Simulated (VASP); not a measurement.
A run of VASP 6.6.1:

Contents of INCAR:

```
SYSTEM = AlNi
PREC = Accurate
ENCUT = 520
EDIFF = 1E-7
ISMEAR = 0
SIGMA = 0.15
LREAL = .False.
LASPH = .True.
NELM = 60
ALGO = Normal
ISIF = 2
LWAVE = .False.
LCHARG = .False.
GGA = PE
NBANDS = 14
```

KPOINTS

```
regular mesh
0
Gamma
  16 16 16
  0 0 0
```

Contents of POSCAR:

```
AlNi
1.0
    2.9650418750      0.0000000000      0.0000000000
    0.0000000000      2.9650418750      0.0000000000
    0.0000000000      0.0000000000      2.9650418750
Al Ni
1 1
Direct
    0.0000000000      0.0000000000     -0.0276555959
    0.5000000000      0.5000000000      0.5127133634
```

Potentials or basis: VASP PAW PBE potentials, release 64 (Al, Ni).

Run with:

```console
$ cat potpaw_PBE.64/Al/POTCAR potpaw_PBE.64/Ni/POTCAR > POTCAR
$ mpirun -np 1 vasp_std > vasp.out
```

Hardware: 1 thread of Intel(R) Xeon(R) Platinum 8375C CPU @ 2.90GHz (Ice Lake), on a shared host.

Estimate the wall time of this run.

Wall time 62 s on 1 thread of Intel(R) Xeon(R) Platinum 8375C CPU @ 2.90GHz (Ice Lake), with other jobs on the host, peak memory 0.26 GiB. Counts: scf iterations 14, k points 405.
